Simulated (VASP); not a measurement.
Here is a VASP 6.6.1 calculation.

The input INCAR:

```
SYSTEM = Ga7As8Pd
PREC     = Accurate       ! precision mode
ENCUT    = 520            ! plane-wave cutoff, eV
EDIFF    = 1E-6           ! SCF threshold, eV
ISMEAR   = 0              ! smearing method
SIGMA    = 0.05           ! smearing width, eV
LREAL    = Auto         
LASPH    = .True.         ! aspherical terms in the spheres
NELM     = 150            ! most SCF steps
ALGO     = Normal         ! electronic algorithm
ISIF     = 2              ! what is computed and relaxed
LWAVE    = .False.        ! write WAVECAR
LCHARG   = .False.        ! write CHGCAR
ISPIN    = 2              ! spin polarisation
MAGMOM   = 0.75 0 0 0 0 0 0 0 0 0 0 0 0 0 0 0 ! initial moments
LORBIT   = 11             ! projections on sites
NUPDOWN  = 0.75           ! fixed moment
LMAXMIX  = 4              ! l up to which the mixer works
LDAU     = .True.         ! DFT+U
LDAUTYPE = 2            
LDAUL    = 2 -1 -1        ! shell
LDAUU    = 2 0 0          ! U, eV
LDAUJ    = 0 0 0        
LDAUPRINT= 1            
GGA      = PS             ! functional
NBANDS   = 88             ! bands
```

Contents of KPOINTS:

```
regular mesh
0
Gamma
  3 3 3
  0 0 0
```

Contents of POSCAR:

```
Ga7As8Pd
1.0
    0.0000000000      5.6537000000      5.6537000000
    5.6537000000      0.0000000000      5.6537000000
    5.6537000000      5.6537000000      0.0000000000
Pd Ga As
1 7 8
Direct
    0.0000000000      0.0000000000      1.0000000000
    0.0005118108      0.0005118108      0.4994881892
    0.0005118108      0.4994881892      0.0005118108
    0.0005118108      0.4994881892      0.4994881892
    0.4994881892      0.0005118108      0.0005118108
    0.4994881892      0.0005118108      0.4994881892
    0.4994881892      0.4994881892      0.0005118108
    0.5000000000      0.5000000000      0.5000000000
    0.1232025839      0.1232025839      0.1232025839
    0.1232025839      0.1232025839      0.6303922483
    0.1232025839      0.6303922483      0.1232025839
    0.1247390305      0.6250869898      0.6250869898
    0.6303922483      0.1232025839      0.1232025839
    0.6250869898      0.1247390305      0.6250869898
    0.6250869898      0.6250869898      0.1247390305
    0.6250869898      0.6250869898      0.6250869898
```

Potentials or basis: VASP PAW PBE potentials, release 64 (Pd, Ga_d, As).

Launch:

```bash
$ cat potpaw_PBE.64/Pd/POTCAR potpaw_PBE.64/Ga_d/POTCAR potpaw_PBE.64/As/POTCAR > POTCAR
$ mpirun -np 1 vasp_std > vasp.out
```

(1) Predict the largest force.

(2) What does it give for the pressure?

Results:

(1) 0.086 eV/Å.

(2) -0.2 GPa.

Caveat: the PAW data sets were made with another functional, which shifts forces and pressure a little; the total moment is fixed, so each spin has its own Fermi level; the U is typed as a test and isn't derived for this compound.
